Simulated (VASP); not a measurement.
# Re (Fmmm) in VASP: a series of runs

The runs below take Re through single point, with PBE.

Program: VASP 6.6.1. These are calculated values, not measurements. Logs are shortened: lines on timing, memory, paths and dates and some standing lists are left out, and cuts for length are marked.

### Step 1. The cell of the first run

Symmetry: Fmmm, No. 69, orthorhombic system. The conventional cell has a = 3.808 Å, b = 3.915 Å, c = 4.131 Å, α = 90.00°, β = 90.00°, γ = 90.00°. Within 3.6 Å of Re (site symmetry mmm) lie 12 Re at 2.73 to 2.85 Å.

### Step 2. Single point, PBE (normal strain along x -0.0275, normal strain along z +0.0550)

Input file INCAR:

```
SYSTEM = Re
  ALGO = Normal
  EDIFF = 1E-6
  ENCUT = 520
  GGA = PE
  ISIF = 2
  ISMEAR = 0
  LASPH = .TRUE.
  LCHARG = .TRUE.
  LELF = .TRUE.
  LREAL = .FALSE.
  LVHAR = .TRUE.
  LWAVE = .FALSE.
  NBANDS = 10
  NELM = 80
  PREC = Accurate
  SIGMA = 0.15
```

Input file KPOINTS:

```
k-points
0
G
  10 10 10
  0 0 0
```

Input file POSCAR:

```
Re
1.0
    0.0000000000      1.9577236186      2.0653984176
    1.9038862191      0.0000000000      2.0653984176
    1.9038862191      1.9577236186      0.0000000000
Re
1
Direct
    0.0000000000      0.0000000000      0.0000000000
```

Potentials or basis: VASP PAW PBE potentials, release 64 (Re).

The run is started by

```sh
$ cat potpaw_PBE.64/Re/POTCAR > POTCAR
$ mpirun -np 1 vasp_std > vasp.out
```

OUTCAR:

```text
SYSTEM = Re
   EDIFF = 1E-6
   ENCUT = 520
   GGA = PE
   ISIF = 2
   ISMEAR = 0
   LASPH = .TRUE.
   LREAL = .FALSE.
   NELM = 80
   PREC = Accurate

 ion  position               nearest neighbor table
   1  0.000  0.000  0.000-

  LATTYP: Found a face centered orthorhombic cell.
 ALAT       =     3.8077724382
 B/A-ratio  =     1.0282776350
 C/A-ratio  =     1.0848329049

  Lattice vectors:

 A1 = (   0.0000000000,   1.9577236186,   2.0653984176)
 A2 = (   1.9038862191,   0.0000000000,   2.0653984176)
 A3 = (   1.9038862191,   1.9577236186,   0.0000000000)

Analysis of symmetry for initial positions (statically):
=====================================================================
 Subroutine PRICEL returns:
 Original cell was already a primitive cell.

 Routine SETGRP: Setting up the symmetry group for a
 face centered orthorhombic supercell.

 Subroutine GETGRP returns: Found  8 space group operations
 (whereof  8 operations were pure point group operations)
 out of a pool of  8 trial point group operations.

The static configuration has the point symmetry D_2h.

Analysis of symmetry for dynamics (positions and initial velocities):
=====================================================================
 Subroutine PRICEL returns:
 Original cell was already a primitive cell.

 Routine SETGRP: Setting up the symmetry group for a
 face centered orthorhombic supercell.

 Subroutine GETGRP returns: Found  8 space group operations
 (whereof  8 operations were pure point group operations)
 out of a pool of  8 trial point group operations.

The dynamic configuration has the point symmetry D_2h.

 Subroutine INISYM returns: Found  8 space group operations
 (whereof  8 operations are pure point group operations),
 and found     1 'primitive' translations

----------------------------------------------------------------------------------------

                                     Primitive cell

  volume of cell :      15.3966

  direct lattice vectors                    reciprocal lattice vectors
     0.000000000  1.957723619  2.065398418    -0.262620736  0.255398666  0.242084043
     1.903886219  0.000000000  2.065398418     0.262620736 -0.255398666  0.242084043
     1.903886219  1.957723619  0.000000000     0.262620736  0.255398666 -0.242084043

  length of vectors
     2.845795564  2.809030680  2.730835861     0.439093172  0.439093172  0.439093172

  position of ions in fractional coordinates (direct lattice)
     0.000000000  0.000000000  0.000000000

  ion indices of the primitive-cell ions
   primitive index   ion index
                 1           1

----------------------------------------------------------------------------------------

 KPOINTS: k-points

Automatic generation of k-mesh.
 Grid dimensions read from file:
 generate k-points for:   10   10   10

 Generating k-lattice:

  Cartesian coordinates                     Fractional coordinates (reciprocal lattice)
    -0.026262074  0.025539867  0.024208404     0.100000000  0.000000000 -0.000000000
     0.026262074 -0.025539867  0.024208404     0.000000000  0.100000000  0.000000000
     0.026262074  0.025539867 -0.024208404    -0.000000000  0.000000000  0.100000000

  Length of vectors
     0.043909317  0.043909317  0.043909317

  Shift w.r.t. Gamma in fractional coordinates (k-lattice)
     0.000000000  0.000000000  0.000000000

 Subroutine IBZKPT returns following result:
 ===========================================

 Found    171 irreducible k-points:

 Following reciprocal coordinates:
            Coordinates               Weight
  0.000000  0.000000  0.000000      1.000000
  0.100000  0.000000 -0.000000      8.000000
  0.200000  0.000000 -0.000000      8.000000
  0.300000  0.000000  0.000000      8.000000
  0.400000  0.000000  0.000000      8.000000
  0.500000  0.000000  0.000000      4.000000
[... 16 lines left out ...]
  0.300000  0.300000  0.000000      2.000000
  0.400000  0.300000  0.000000      8.000000
 [... further k-points ...]
   k-points           NKPTS =    171   k-points in BZ     NKDIM =    171   number of bands    NBANDS=     10
   number of dos      NEDOS =    301   number of ions     NIONS =      1
   total plane-waves  NPLWV =  11520
   dimension x,y,z NGX =    24 NGY =   24 NGZ =   20
   dimension x,y,z NGXF=    48 NGYF=   48 NGZF=   40
   ions per type =               1
   NGX,Y,Z   is equivalent  to a cutoff of  14.02, 14.20, 12.18 a.u.
   NGXF,Y,Z  is equivalent  to a cutoff of  28.04, 28.41, 24.35 a.u.
 SYSTEM =  Re
   PREC   = accura    normal or accurate (medium, high low for compatibility)
   ISTART =      0    job   : 0-new  1-cont  2-samecut
   ICHARG =      2    charge: 1-file 2-atom 10-const
   ISPIN  =      1    spin polarized calculation?
   LNONCOLLINEAR =      F non collinear calculations
   LSORBIT =      F    spin-orbit coupling
   LASPH  =      T    aspherical Exc in radial PAW
   ENCUT  =  520.0 eV  38.22 Ry    6.18 a.u.   5.29  5.22  5.08*2*pi/ulx,y,z
   NELM   =     80;   NELMIN=  2; NELMDL= -5     # of ELM steps
   EDIFF  = 0.1E-05   stopping-criterion for ELM
   LREAL  =      F    real-space projection
   EDIFFG = 0.1E-04   stopping-criterion for IOM
   NSW    =      0    number of steps for IOM
   IBRION =     -1    ionic relax: 0-MD 1-quasi-New 2-CG
   NFREE  =      0    steps in history (QN), initial steepest desc. (CG)
   ISIF   =      2    stress and relaxation
   ISYM   =      2    0-nonsym 1-usesym 2-fastsym
   POTIM  = 0.5000    time-step for ionic-motion
   TEBEG  =    0.0;   TEEND  =   0.0 temperature during run
   PSTRESS=    0.0 pullay stress
   NELECT =       7.0000    total number of electrons
   NUPDOWN=      -1.0000    fix difference up-down
   EMIN   =  10.00;   EMAX   =-10.00  energy-range for DOS
   EFERMI =   0.00;   METHOD = LEGACY
   ISMEAR =     0;   SIGMA  =   0.15  broadening in eV -4-tet -1-fermi 0-gaus
   EFERMI_NEDOS =   21; number of points for ismear=-14 and -15
   IALGO  =     38    algorithm
   IMIX   =      4    mixing-type and parameters
     AMIX     =   0.40;   BMIX     =  1.00
     AMIX_MAG =   1.60;   BMIX_MAG =  1.00
  volume/ion in A,a.u.               =      15.40       103.90
  Fermi-wavevector in a.u.,A,eV,Ry     =   1.258825  2.378835 21.560350  1.584641
  Thomas-Fermi vector in A             =   2.392416
   LORBIT       =      0    0 simple, 1 ext, 2 COOP (PROOUT), +10 PAW based schemes
   GGA     = PE    functional components
   LHFCALC =     F    Hartree Fock is set to
   AEXX    =    0.0000 exact exchange contribution
   IVDW    =     0    specifies the selected vdW correction
   LEPSILON=     F    determine dielectric tensor
   LRPA    =     F    only Hartree local field effects (RPA)
 non-spin polarized calculation
 Gauss-broadening in eV      SIGMA  =   0.15
  energy-cutoff  :      520.00
  volume of cell :       15.40
 maximum number of plane-waves:       427
 NGX is ok and might be reduce to    24
   NGX = 11   NGY = 11   NGZ = 11

 number of electron       7.0000000 magnetization

 Free energy of the ion-electron system (eV)
  ---------------------------------------------------
  ext. energy  EPLUGINS =         0.00000000
  ---------------------------------------------------
  free energy    TOTEN  =       -12.31880131 eV

  energy without entropy =      -12.30857675  energy(sigma->0) =      -12.31368903

 E-fermi :   7.6414     XC(G=0): -13.4789

 val. band max:        7.6325346773   @ k =  -0.2000   0.4000   0.4000
 cond. band min:       7.6441243489   @ k =   0.2000   0.1000   0.1000
 fundamental gap:      0.0115896716
 Fermi energy:         7.6414462038

 k-point     1 :       0.0000    0.0000    0.0000
  band No.  band energies     occupation
      1      -2.2142      2.00000
      2       5.2055      2.00000
      3       5.9889      2.00000
      4       6.3403      2.00000
      5       8.0451      0.00014
      6       9.4284      0.00000
      7      21.5561      0.00000
      8      25.4884      0.00000
      9      27.1233      0.00000
     10      28.1248      0.00000

 k-point     2 :       0.1000    0.0000   -0.0000
  band No.  band energies     occupation
      1      -1.7786      2.00000
      2       5.2466      2.00000
      3       5.9557      2.00000
      4       6.4221      2.00000
      5       7.9825      0.00130
      6       9.2244      0.00000
      7      22.3647      0.00000
      8      24.9589      0.00000
      9      26.9546      0.00000
     10      28.4768      0.00000

 k-point     3 :       0.2000    0.0000   -0.0000
  band No.  band energies     occupation
      1      -0.6383      2.00000
      2       5.0377      2.00000
      3       5.8847      2.00000
      4       6.7358      2.00000
      5       8.2541      0.00000
      6       8.9847      0.00000
      7      22.4621      0.00000
      8      24.4108      0.00000
      9      28.8334      0.00000
     10      30.6042      0.00000

 k-point     4 :       0.3000    0.0000    0.0000
  band No.  band energies     occupation
      1       0.5582      2.00000
      2       5.2475      2.00000
      3       5.6021      2.00000
      4       6.6485      2.00000
      5       9.3689      0.00000
      6       9.4844      0.00000
      7      20.3735      0.00000
      8      24.0234      0.00000
      9      30.8416      0.00000
     10      31.5052      0.00000
[... 222 lines left out ...]
 k-point    22 :      -0.2000    0.2000    0.0000
  band No.  band energies     occupation
      1       1.5673      2.00000
      2       4.1683      2.00000
      3       5.4093      2.00000
      4       7.5056      1.79980
      5       7.9862      0.00115
      6      11.4419      0.00000
      7      20.9756      0.00000
      8      24.9549      0.00000
      9      26.6486      0.00000
     10      27.2924      0.00000

 k-point    23 :       0.3000    0.3000    0.0000
  band No.  band energies     occupation
      1       1.0984      2.00000
      2       2.9617      2.00000
      3       6.0027      2.00000
      4       9.0727      0.00000
      5       9.0790      0.00000
      6      10.5127      0.00000
      7      24.4353      0.00000
      8      24.9857      0.00000
      9      25.0802      0.00000
     10      28.4521      0.00000

 k-point    24 :       0.4000    0.3000    0.0000
  band No.  band energies     occupation
      1       1.5622      2.00000
      2       2.7984      2.00000
      3       6.1271      2.00000
      4       9.3729      0.00000
      5      10.6385      0.00000
      6      11.0585      0.00000
      7      21.2182      0.00000
      8      23.5344      0.00000
      9      23.6973      0.00000
     10      29.2341      0.00000

 [... further k-points ...]
[... 5 lines left out ...]
  --------------------------------------------------------------------------------------
  -------------------------------------------------------------------------------------
  Total        0.0526295     -0.5810611     -2.0879294      0.0000000      0.0000000      0.0000000
  in kB        5.4766306    -60.4652918   -217.2702105      0.0000000      0.0000000      0.0000000
  external PRESSURE =     -90.7529572 kB  Pullay stress =       0.0000000 kB

 VOLUME and BASIS-vectors are now :
 -----------------------------------------------------------------------------
  energy-cutoff  :      520.00
  volume of cell :       15.40
      direct lattice vectors                 reciprocal lattice vectors
     0.000000000  1.957723619  2.065398418    -0.262620736  0.255398666  0.242084043
     1.903886219  0.000000000  2.065398418     0.262620736 -0.255398666  0.242084043
     1.903886219  1.957723619  0.000000000     0.262620736  0.255398666 -0.242084043

 POSITION                                       TOTAL-FORCE (eV/Angst)
 -----------------------------------------------------------------------------------
      0.00000      0.00000      0.00000         0.000000     -0.000000      0.000000
 -----------------------------------------------------------------------------------
    total drift:                                0.000000      0.000000     -0.000000

  FREE ENERGIE OF THE ION-ELECTRON SYSTEM (eV)
  ---------------------------------------------------
  free  energy   TOTEN  =       -12.3188013078 eV

  energy  without entropy=      -12.3085767516  energy(sigma->0) =      -12.31368903
```

Run time: 14 s. Hardware: 1 thread of Intel Xeon Platinum 8488C (Sapphire Rapids), shared host; peak memory 0.15 GiB.

What came out:

| Item | Value |
| --- | --- |
| Free energy | -12.3188 eV |
| Pressure | -9.1 GPa |

Levels at points of the mesh, in eV from the Fermi level:
```csv
k point,band 1,band 2,band 3,band 4,band 5,band 6
"(0.00, 0.00, 0.00)",-9.86,-2.44,-1.65,-1.30,0.40,1.79
"(0.50, 0.00, 0.00)",-6.59,-2.53,-1.48,0.12,3.23,3.78
"(0.50, 0.50, 0.00)",-6.54,-5.57,1.69,3.55,3.99,4.31
"(0.50, 0.00, 0.50)",-6.47,-5.59,2.76,3.29,3.58,4.80
"(0.00, 0.50, 0.50)",-6.44,-5.68,3.35,3.37,3.78,4.67
```

Caveat: the cell differs from its parent crystal (normal strain along x -0.0275, normal strain along z +0.0550); spin-orbit coupling is left out, which moves the levels of the heavy elements.

### Step 3. Single point, PBE (normal strain along x -0.0550, normal strain along z +0.1100)

Input file INCAR:

```
SYSTEM = Re
ALGO = Normal
EDIFF = 1E-6
ENCUT = 520
GGA = PE
ISIF = 2
ISMEAR = 0
LASPH = .True.
LCHARG = .False.
LREAL = .False.
LWAVE = .False.
NBANDS = 10
NELM = 80
PREC = Accurate
SIGMA = 0.15
```

Input file KPOINTS:

```
k-points
0
Gamma
  10 10 10
  0 0 0
```

Input file POSCAR:

```
Re
1.0
    0.0000000000      1.9577236186      2.1730732166
    1.8500488196      0.0000000000      2.1730732166
    1.8500488196      1.9577236186      0.0000000000
Re
1
Direct
    0.0000000000      0.0000000000      0.0000000000
```

Potentials or basis: VASP PAW PBE potentials, release 64 (Re).

The run is started by

```sh
$ cat potpaw_PBE.64/Re/POTCAR > POTCAR
$ mpirun -np 1 vasp_std > vasp.out
```

It took 14 s on 1 thread of Intel Xeon Platinum 8488C (Sapphire Rapids), shared host; peak memory 0.15 GiB.

Results (log left out):

```
Free energy : -12.1814 eV
Pressure    : -13.9 GPa
```

Stress tensor (GPa, compression positive):
```
 -1.09   0.00   0.00
  0.00  -6.44   0.00
  0.00   0.00 -34.17
```

Levels at points of the mesh, in eV from the Fermi level:
| k point | band 1 | band 2 | band 3 | band 4 | band 5 | band 6 | band 7 |
| --- | --- | --- | --- | --- | --- | --- | --- |
| (0.00, 0.00, 0.00) | -9.74 | -2.95 | -1.37 | -0.74 | -0.43 | 2.21 | 14.09 |
| (0.50, 0.00, 0.00) | -6.46 | -2.93 | -0.96 | 0.10 | 2.83 | 3.75 | 9.16 |
| (0.50, 0.50, 0.00) | -6.48 | -5.40 | 0.83 | 3.45 | 3.62 | 4.08 | 9.70 |
| (0.50, 0.00, 0.50) | -6.33 | -5.30 | 2.71 | 2.74 | 2.79 | 5.12 | 10.65 |
| (0.00, 0.50, 0.50) | -6.27 | -5.56 | 3.07 | 3.08 | 4.01 | 4.92 | 9.99 |

Caveat: the cell differs from its parent crystal (normal strain along x -0.0550, normal strain along z +0.1100); spin-orbit coupling is left out, which moves the levels of the heavy elements.
